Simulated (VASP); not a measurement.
The system is NiO.

```
CELL_PARAMETERS angstrom
0.00000 2.11335 2.11335
2.11335 0.00000 2.11335
2.11335 2.11335 0.00000
ATOMIC_POSITIONS crystal
Ni 0.00000 0.00000 0.00000
O 0.50000 0.50000 0.50000
```

Base run:

| Property | Result |
| --- | --- |
| Program | VASP 6.6.1 |
| Functional | r2SCAN |
| Potentials or basis | VASP PAW PBE potentials, release 64 (Ni, O) |
| Cutoff | 520 eV |
| k mesh | 11 × 11 × 11 |
| Occupations | fermi-dirac, width 0.05 eV |
| Spin | collinear spin, ferromagnetic start |
| Starting moments | [1.0, 0.0] μB |

Its results: pressure -5.4 GPa; net moment 2.00 μB per cell; site moments Ni +1.70; O +0.27 μB.

Problem. The run is repeated on the same cell with these changes: functional from r2SCAN to PBE exchange alone. What comes out?

Solution. Pressure 23.5 GPa; net moment 1.94 μB per cell; site moments Ni +1.58; O +0.31 μB.

Caveats: a cell with one magnetic atom can't hold antiferromagnetic order, which such compounds often take; the cell stands under tension (at least some runs); the PAW data sets were made with another functional, which shifts forces and pressure a little (at least some runs); the cell stands under pressure (at least some runs).
